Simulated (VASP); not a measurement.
# Nb (P6_3/mmc) in VASP: notebook

Runs on Nb. Level: PBE. Tasks: single point, relaxation of cell and atoms.

Everything below comes from runs of VASP 6.6.1. Logs are shortened: lines on timing, memory, paths and dates and some standing lists are left out, and cuts for length are marked.

**1. The cell of the first run**

Symmetry: P6_3/mmc, No. 194, hexagonal system. The conventional cell has a = 2.874 Å, b = 2.874 Å, c = 5.242 Å, α = 90.00°, β = 90.00°, γ = 120.00°. Nb (site symmetry -6m2) has 12 Nb at 2.87 to 3.10 Å within 3.8 Å.

**2. Single point, PBE**

INCAR reads:

```
SYSTEM = Nb
PREC     = Accurate       ! precision mode
ENCUT    = 520            ! plane-wave cutoff, eV
EDIFF    = 1E-6           ! SCF threshold, eV
ISMEAR   = -1             ! smearing method
SIGMA    = 0.1            ! smearing width, eV
LREAL    = .False.        ! projectors in reciprocal space
LASPH    = .True.         ! aspherical terms in the spheres
NELM     = 100            ! most SCF steps
ALGO     = Normal         ! electronic algorithm
ISIF     = 2              ! what is computed and relaxed
LWAVE    = .False.        ! write WAVECAR
LCHARG   = .False.        ! write CHGCAR
GGA      = PE             ! functional
NBANDS   = 20             ! bands
```

KPOINTS reads:

```
regular mesh
0
Gamma
  8 8 4
  0 0 0
```

POSCAR reads:

```
Nb
1.0
    2.8742859415      0.0000000000      0.0000000000
   -1.4371429708      2.4892046431      0.0000000000
    0.0000000000      0.0000000000      5.2419782754
Nb
2
Direct
    0.3333333333      0.6666666667      0.2500000000
    0.6666666667      0.3333333333      0.7500000000
```

Potentials or basis: VASP PAW PBE potentials, release 64 (Nb_sv).

On the command line:

```
> cat potpaw_PBE.64/Nb_sv/POTCAR > POTCAR
> mpirun -np 1 vasp_std > vasp.out
```

OUTCAR:

```text
SYSTEM = Nb
   PREC = Accurate
   ENCUT = 520
   EDIFF = 1E-6
   ISMEAR = -1
   LREAL = .False.
   LASPH = .True.
   NELM = 100
   ISIF = 2
   GGA = PE

 ion  position               nearest neighbor table
   1  0.333  0.667  0.250-
   2  0.667  0.333  0.750-

  LATTYP: Found a hexagonal cell.
 ALAT       =     2.8742859415
 C/A-ratio  =     1.8237497528

  Lattice vectors:

 A1 = (   2.8742859415,   0.0000000000,   0.0000000000)
 A2 = (  -1.4371429708,   2.4892046431,   0.0000000000)
 A3 = (   0.0000000000,   0.0000000000,   5.2419782754)

Analysis of symmetry for initial positions (statically):
=====================================================================
 Subroutine PRICEL returns:
 Original cell was already a primitive cell.

 Routine SETGRP: Setting up the symmetry group for a
 hexagonal supercell.

 Subroutine GETGRP returns: Found 24 space group operations
 (whereof 12 operations were pure point group operations)
 out of a pool of 24 trial point group operations.

The static configuration has the point symmetry D_3d.
 The point group associated with its full space group is D_6h.

Analysis of symmetry for dynamics (positions and initial velocities):
=====================================================================
 Subroutine PRICEL returns:
 Original cell was already a primitive cell.

 Routine SETGRP: Setting up the symmetry group for a
 hexagonal supercell.

 Subroutine GETGRP returns: Found 24 space group operations
 (whereof 12 operations were pure point group operations)
 out of a pool of 24 trial point group operations.

The dynamic configuration has the point symmetry D_3d.
 The point group associated with its full space group is D_6h.

 Subroutine INISYM returns: Found 24 space group operations
 (whereof 12 operations are pure point group operations),
 and found     1 'primitive' translations

----------------------------------------------------------------------------------------

                                     Primitive cell

  volume of cell :      37.5047

  direct lattice vectors                    reciprocal lattice vectors
     2.874285942  0.000000000  0.000000000     0.347912497  0.200867374  0.000000000
    -1.437142971  2.489204643  0.000000000     0.000000000  0.401734748  0.000000000
     0.000000000  0.000000000  5.241978275     0.000000000  0.000000000  0.190767673

  length of vectors
     2.874285942  2.874285942  5.241978275     0.401734748  0.401734748  0.190767673

[... 71 lines left out ...]
   PREC   = accura    normal or accurate (medium, high low for compatibility)
   ISTART =      0    job   : 0-new  1-cont  2-samecut
   ICHARG =      2    charge: 1-file 2-atom 10-const
   ISPIN  =      1    spin polarized calculation?
   LNONCOLLINEAR =      F non collinear calculations
   LSORBIT =      F    spin-orbit coupling
   LASPH  =      T    aspherical Exc in radial PAW
   ENCUT  =  520.0 eV  38.22 Ry    6.18 a.u.   5.34  5.34  9.75*2*pi/ulx,y,z
   NELM   =    100;   NELMIN=  2; NELMDL= -5     # of ELM steps
   EDIFF  = 0.1E-05   stopping-criterion for ELM
   LREAL  =      F    real-space projection
   EDIFFG = 0.1E-04   stopping-criterion for IOM
   NSW    =      0    number of steps for IOM
   IBRION =     -1    ionic relax: 0-MD 1-quasi-New 2-CG
   NFREE  =      0    steps in history (QN), initial steepest desc. (CG)
   ISIF   =      2    stress and relaxation
   ISYM   =      2    0-nonsym 1-usesym 2-fastsym
   POTIM  = 0.5000    time-step for ionic-motion
   TEBEG  =    0.0;   TEEND  =   0.0 temperature during run
   PSTRESS=    0.0 pullay stress
   NELECT =      26.0000    total number of electrons
   NUPDOWN=      -1.0000    fix difference up-down
   EMIN   =  10.00;   EMAX   =-10.00  energy-range for DOS
   EFERMI =   0.00;   METHOD = LEGACY
   ISMEAR =    -1;   SIGMA  =   0.10  broadening in eV -4-tet -1-fermi 0-gaus
   EFERMI_NEDOS =   21; number of points for ismear=-14 and -15
   IALGO  =     38    algorithm
   IMIX   =      4    mixing-type and parameters
     AMIX     =   0.40;   BMIX     =  1.00
     AMIX_MAG =   1.60;   BMIX_MAG =  1.00
  volume/ion in A,a.u.               =      18.75       126.55
  Fermi-wavevector in a.u.,A,eV,Ry     =   1.448896  2.738017 28.562723  2.099301
  Thomas-Fermi vector in A             =   2.566685
   LORBIT       =      0    0 simple, 1 ext, 2 COOP (PROOUT), +10 PAW based schemes
   GGA     = PE    functional components
   LHFCALC =     F    Hartree Fock is set to
   AEXX    =    0.0000 exact exchange contribution
   IVDW    =     0    specifies the selected vdW correction
   LEPSILON=     F    determine dielectric tensor
   LRPA    =     F    only Hartree local field effects (RPA)
 non-spin polarized calculation
  energy-cutoff  :      520.00
  volume of cell :       37.50
 maximum number of plane-waves:      1033
 NGX is ok and might be reduce to    24
   NGX = 11   NGY = 11   NGZ = 19

 number of electron      26.0000001 magnetization

 Free energy of the ion-electron system (eV)
  ---------------------------------------------------
  ext. energy  EPLUGINS =         0.00000000
  ---------------------------------------------------
  free energy    TOTEN  =       -19.88526536 eV

  energy without entropy =      -19.78913135  energy(sigma->0) =      -19.83719836

 E-fermi :  10.9136     XC(G=0): -12.2793

 val. band max:       10.8616075511   @ k =   0.3750   0.1250   0.2500
 cond. band min:      10.9253246797   @ k =   0.3750   0.2500   0.2500
 fundamental gap:      0.0637171286
 Fermi energy:        10.9135610416

 k-point     1 :       0.0000    0.0000    0.0000
  band No.  band energies     occupation
      1     -43.7894      2.00000
      2     -43.6678      2.00000
      3     -20.2542      2.00000
      4     -19.3453      2.00000
      5     -19.1352      2.00000
      6     -19.1352      2.00000
[... 541 lines left out ...]
     19      15.5374      0.00000
     20      15.5374      0.00000

 [... further k-points ...]
[... 5 lines left out ...]
  --------------------------------------------------------------------------------------
  -------------------------------------------------------------------------------------
  Total       -0.0701073     -0.0701073     -0.0761794      0.0000000      0.0000000      0.0000000
  in kB       -2.9949392     -2.9949392     -3.2543340      0.0000000      0.0000000      0.0000000
  external PRESSURE =      -3.0814042 kB  Pullay stress =       0.0000000 kB

 VOLUME and BASIS-vectors are now :
 -----------------------------------------------------------------------------
  energy-cutoff  :      520.00
  volume of cell :       37.50
      direct lattice vectors                 reciprocal lattice vectors
     2.874285942  0.000000000  0.000000000     0.347912497  0.200867374  0.000000000
    -1.437142971  2.489204643  0.000000000     0.000000000  0.401734748  0.000000000
     0.000000000  0.000000000  5.241978275     0.000000000  0.000000000  0.190767673

 POSITION                                       TOTAL-FORCE (eV/Angst)
 -----------------------------------------------------------------------------------
     -0.00000      1.65947      1.31049        -0.000000     -0.000000      0.000000
      1.43714      0.82973      3.93148         0.000000      0.000000      0.000000
 -----------------------------------------------------------------------------------
    total drift:                               -0.000000      0.000000     -0.000000

  FREE ENERGIE OF THE ION-ELECTRON SYSTEM (eV)
  ---------------------------------------------------
  free  energy   TOTEN  =       -19.8852653643 eV

  energy  without entropy=      -19.7891313538  energy(sigma->0) =      -19.83719836
```

OSZICAR:

```text
N       E                     dE             d eps       ncg     rms          rms(c)
DAV:   1     0.297926325739E+03    0.29793E+03   -0.14838E+04  1200   0.136E+03
DAV:   2     0.251305479860E+01   -0.29541E+03   -0.28966E+03  1304   0.538E+02
DAV:   3    -0.198149045807E+02   -0.22328E+02   -0.21711E+02  2308   0.106E+02
DAV:   4    -0.206891860831E+02   -0.87428E+00   -0.86847E+00  1608   0.190E+01
DAV:   5    -0.207354700178E+02   -0.46284E-01   -0.46228E-01  2044   0.416E+00    0.949E+00
DAV:   6    -0.199659801708E+02    0.76949E+00   -0.14594E+00  1648   0.117E+01    0.331E+00
DAV:   7    -0.198741977649E+02    0.91782E-01   -0.58105E-01  2116   0.678E+00    0.151E+00
DAV:   8    -0.198853189091E+02   -0.11121E-01   -0.38475E-02  1560   0.198E+00    0.143E-01
DAV:   9    -0.198852599079E+02    0.59001E-04   -0.43298E-03  2012   0.609E-01    0.716E-02
DAV:  10    -0.198852777363E+02   -0.17828E-04   -0.17299E-04  1656   0.144E-01    0.175E-02
DAV:  11    -0.198852650852E+02    0.12651E-04   -0.10450E-05  1776   0.345E-02    0.875E-03
DAV:  12    -0.198852653643E+02   -0.27919E-06   -0.13581E-06   812   0.178E-02
   1 F= -.19885265E+02 E0= -.19837198E+02  d E =-.961340E-01
```

stdout:

```text
POSCAR found type information on POSCAR Nb
 POSCAR found :  1 types and       2 ions
 scaLAPACK will be used
 LDA part: xc-table for (Slater+PW92), standard interpolation
 POSCAR, INCAR and KPOINTS ok, starting setup
 FFT: planning ... GRIDC
 FFT: planning ... GRID_SOFT
 FFT: planning ... GRID
 WAVECAR not read
 entering main loop
```

Run time: 17 s. Hardware: 1 thread of Intel Xeon Platinum 8488C (Sapphire Rapids), shared host; peak memory 0.16 GiB.

What came out:

```
Free energy            : -19.8853 eV
Pressure               : -0.3 GPa
Band gap on the k mesh : zero (band 13 reaches 13.02 eV, above the bottom of band 14 at 10.38 eV)
```

Levels at points of the mesh, in eV from the Fermi level:
```
           k point  band 9  band 10  band 11  band 12  band 13  band 14  band 15  band 16  band 17  band 18
(0.00, 0.00, 0.00)   -6.14    -3.82    -0.89     0.38     0.38     0.50     0.82     0.82     2.60     2.60
(0.50, 0.00, 0.00)   -3.53    -3.22    -3.15    -0.45     0.31     0.44     0.78     4.47     5.47     5.67
(0.00, 0.00, 0.50)   -4.57    -4.57    -1.16    -1.16     0.44     0.44     0.44     0.44     3.68     3.68
(0.50, 0.00, 0.50)   -3.70    -3.70    -2.29    -2.29     2.10     2.10     2.24     2.24     4.97     4.97
```

**3. Relaxation of cell and atoms, PBE**

This run uses another cell than the first one, of 18.34 Å³/atom, 0.978 times its volume.

INCAR reads:

```
SYSTEM = Nb
PREC = Accurate ; ENCUT = 600
EDIFF = 1E-6 ; ISMEAR = -1
SIGMA = 0.1 ; LREAL = .FALSE.
LASPH = .TRUE. ; NELM = 100
ALGO = Normal ; ISIF = 3
LWAVE = .FALSE. ; LCHARG = .FALSE.
GGA = PE ; IBRION = 2
NSW = 80 ; EDIFFG = -0.02
```

KPOINTS reads:

```
Automatic mesh
0
G
  8 8 4
  0 0 0
```

POSCAR reads:

```
Nb
1.0
    2.9600000000      0.0000000000      0.0000000000
   -1.4800000000      2.5634351952      0.0000000000
    0.0000000000      0.0000000000      4.8336800000
Nb
2
Direct
    0.3333333333      0.6666666667      0.2500000000
    0.6666666667      0.3333333333      0.7500000000
```

Potentials or basis: VASP PAW PBE potentials, release 64 (Nb_sv).

On the command line:

```
> cat potpaw_PBE.64/Nb_sv/POTCAR > POTCAR
> mpirun -np 1 vasp_std > vasp.out
```

Wall time 85 s (1 thread of Intel Xeon Platinum 8488C (Sapphire Rapids), shared host); peak memory 0.17 GiB.

It converged, with:

| Item | Value |
| --- | --- |
| Free energy | -19.8846 eV |
| Relaxed volume | 18.72 Å³/atom |
| Relaxed cell | a = 2.875 Å, b = 2.875 Å, c = 5.232 Å, α = 90.00°, β = 90.00°, γ = 120.00° |
| Space group after relaxing (to 0.05 Å) | P6_3/mmc (No. 194) |
| Energy gained by relaxing | 49.6 meV/atom |
| Ionic steps | 8 |
| Pressure after relaxing | -0.1 GPa |
| Band gap on the k mesh | zero (band 13 reaches 13.04 eV, above the bottom of band 14 at 10.40 eV) |

Stress tensor (GPa, compression positive):
```
-0.15  0.00  0.00
 0.00 -0.15  0.00
 0.00  0.00  0.09
```

The path:
| step | energy change (eV) | largest force (eV/Å) | pressure (GPa) | volume (Å³) |
| --- | --- | --- | --- | --- |
| 1 | 0.0000 | 0.0000 | 2.91 | 36.68 |
| 2 | -0.0435 | 0.0000 | -4.47 | 38.45 |
| 3 | -0.0436 | 0.0000 | -4.38 | 38.41 |
| 4 | -0.0768 | 0.0000 | -3.65 | 38.26 |
| 5 | -0.0939 | 0.0000 | -2.63 | 38.07 |
| 6 | -0.0941 | 0.0000 | -2.53 | 38.05 |
| 7 | -0.0992 | 0.0000 | 0.04 | 37.42 |
| 8 | -0.0992 | 0.0000 | -0.07 | 37.45 |

Final structure:
```
Nb
1.0
     2.87480    0.00000    0.00000
    -1.43740    2.48965    0.00000
     0.00000    0.00000    5.23220
Nb
2
Direct
  0.33333 0.66667 0.25000
  0.66667 0.33333 0.75000
```

Levels at points of the mesh, in eV from the Fermi level:
| k point | band 10 | band 11 | band 12 | band 13 | band 14 | band 15 | band 16 | band 17 |
| --- | --- | --- | --- | --- | --- | --- | --- | --- |
| (0.00, 0.00, 0.00) | -3.82 | -0.87 | 0.38 | 0.38 | 0.52 | 0.82 | 0.82 | 2.59 |
| (0.50, 0.00, 0.00) | -3.22 | -3.15 | -0.44 | 0.31 | 0.44 | 0.77 | 4.48 | 5.46 |
| (0.00, 0.00, 0.50) | -4.57 | -1.15 | -1.15 | 0.43 | 0.43 | 0.43 | 0.43 | 3.69 |
| (0.50, 0.00, 0.50) | -3.71 | -2.29 | -2.29 | 2.11 | 2.11 | 2.24 | 2.24 | 4.98 |
